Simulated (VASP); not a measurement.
Input of a VASP 6.6.1 run:

INCAR

```
SYSTEM = Br
  ALGO = Normal
  EDIFF = 1E-6
  ENCUT = 500
  GGA = PE
  GGA_COMPAT = .FALSE.
  ISIF = 2
  ISMEAR = -1
  IVDW = 12
  LASPH = .TRUE.
  LCHARG = .FALSE.
  LREAL = .FALSE.
  LWAVE = .FALSE.
  NBANDS = 10
  NELM = 120
  PREC = Accurate
  SIGMA = 0.05
```

File KPOINTS:

```
k-points
0
G
  13 13 13
  0 0 0
```

File POSCAR:

```
Br
1.0
   -1.4230832450      1.4230832450      3.5932923319
    1.4230832450     -1.4230832450      3.5932923319
    1.4230832450      1.4230832450     -3.5932923319
Br
1
Direct
    0.0000000000      0.0000000000      0.0000000000
```

Potentials or basis: VASP PAW PBE potentials, release 64 (Br).

Launch:

```sh
$ cat potpaw_PBE.64/Br/POTCAR > POTCAR
$ mpirun -np 1 vasp_std > vasp.out
```

Q: Predict the pressure.

A: -0.1 GPa.

Q: Predict the dispersion energy per atom.

A: -0.248 eV.

Q: Estimate the band gap on the k mesh.

A: Zero (an odd number of electrons rules out a gap without spin polarisation).

Caveat: three body term missing; an odd number of electrons without spin polarisation forces a metal; a magnetic or distorted state may lie lower.
